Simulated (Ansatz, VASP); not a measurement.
**Te2Pb3Se in VASP and in Ansatz**

```xyz
6
Lattice="4.5603 0.0000 0.0000 -2.2801 3.9493 0.0000 0.0000 0.0000 11.1721" Properties=species:S:1:pos:R:3 pbc="T T T"
Te    0.0000    2.6329    7.5231
Te    2.2801    1.3164    3.6490
Pb    2.2801    1.3164    9.4664
Pb    0.0000    0.0000    5.5860
Pb    0.0000    2.6329    1.7057
Se    0.0000    0.0000    0.0000
```

Alike in both runs: task single point; functional PBE; k mesh 6 × 6 × 4; occupations gaussian, width 0.02 eV; no spin polarisation.

|  | VASP | Ansatz |
| --- | --- | --- |
| version | VASP 6.6.1 | Ansatz 0.2.0 |
| potentials or method | VASP PAW PBE potentials, release 64 (Te, Pb_d, Se), cutoff 520 eV | scalar-relativistic, plane waves, PAW |
| valence electrons in the cell | 60 | 90 |

Ansatz gave:

* gap on the k mesh at the Fermi level (eV): 0.69
* least direct gap on the mesh (eV): 0.70
* pressure (GPa): 0.0

Task: What did VASP give for the same quantities?

Result: gap on the k mesh at the Fermi level (eV): 0.69; least direct gap on the mesh (eV): 0.71; pressure (GPa): 0.0.

VASP's potentials hold 60 valence electrons a cell and Ansatz's 90, so a difference there can come from the potentials and not from the codes.

Neither program's run includes spin-orbit coupling.
